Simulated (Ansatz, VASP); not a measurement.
## La5O in VASP and in Ansatz

The input INCAR:

```
ALGO = Normal ; EDIFF = 1E-6
EDIFFG = -0.04 ; ENCUT = 600
GGA = PE ; IBRION = 2
ISIF = 3 ; ISMEAR = 0
LASPH = T ; LCHARG = F
LREAL = F ; LWAVE = F
NELM = 100 ; NSW = 90
PREC = Accurate ; SIGMA = 0.1
```

The input KPOINTS:

```
k-points
0
Gamma
  6 6 2
```

The input POSCAR:

```
La5O
1.0
    5.0330091000      0.0000000000      0.0000000000
   -2.5165045500      4.3587137400      0.0000000000
    0.0000000000      0.0000000000      8.6830210800
La O
5 1
Direct
    0.0000000000      0.0000000000      0.5000000000
    0.3333333300      0.6666666700      0.7110801200
    0.6666666700      0.3333333300      0.7110801200
    0.6666666700      0.3333333300      0.2889198800
    0.3333333300      0.6666666700      0.2889198800
    0.0000000000      0.0000000000      0.0000000000
```

Input for Ansatz:

```yaml
crystal:
  lattice:
    - [5.0330091, 0.0, 0.0]
    - [-2.51650455, 4.35871374, 0.0]
    - [0.0, 0.0, 8.68302108]
  atoms:
    - { symbol: La, position: [0.0, 0.0, 0.5] }
    - { symbol: La, position: [0.33333333, 0.66666667, 0.71108012] }
    - { symbol: La, position: [0.66666667, 0.33333333, 0.71108012] }
    - { symbol: La, position: [0.66666667, 0.33333333, 0.28891988] }
    - { symbol: La, position: [0.33333333, 0.66666667, 0.28891988] }
    - { symbol: O, position: [0.0, 0.0, 0.0] }
basis:
  ecutwfc: 420
kpoints:
  mp_grid: { grid: [6, 6, 2] }
hamiltonian:
  xc: pbe
scf:
  occupations: { method: gaussian, width: 0.1 }
  lower_state_search: "off"
output:
  forces: true
  stress: true
  eigenvalues: true
relax:
  adjacent_minimum: "off"
  f_tol: 0.04
  max_steps: 70
  cell: { stress_tol: 0.4 }
```

Alike in both runs: task relaxation of cell and atoms; functional PBE; k mesh 6 × 6 × 2; occupations gaussian, width 0.1 eV; no spin polarisation.

```csv
,VASP,Ansatz
version,VASP 6.6.1,Ansatz 0.2.0
potentials or method,"VASP PAW PBE potentials, release 64 (La, O), cutoff 600 eV","scalar-relativistic, plane waves, PAW"
valence electrons in the cell,61,61
```

Ansatz gave:

* gap on the k mesh at the Fermi level, each at its own relaxed structure (eV): none
* relaxed volume (Å³/atom): 27.27
* relaxed length of the cell vector where the two differ most in proportion (Å): 6.505

Q: Which values does VASP return?

A: gap on the k mesh at the Fermi level, each at its own relaxed structure (eV): none; relaxed volume (Å³/atom): 29.63; relaxed length of the cell vector where the two differ most in proportion (Å): 6.026.

A gap of «none» marks a metal or a gap that the smearing closes. One of these differences is far larger than is usual between the two programs; its cause wasn't traced.

The k mesh is coarse, so the values compare programs but aren't converged. Spin-orbit coupling is off throughout.
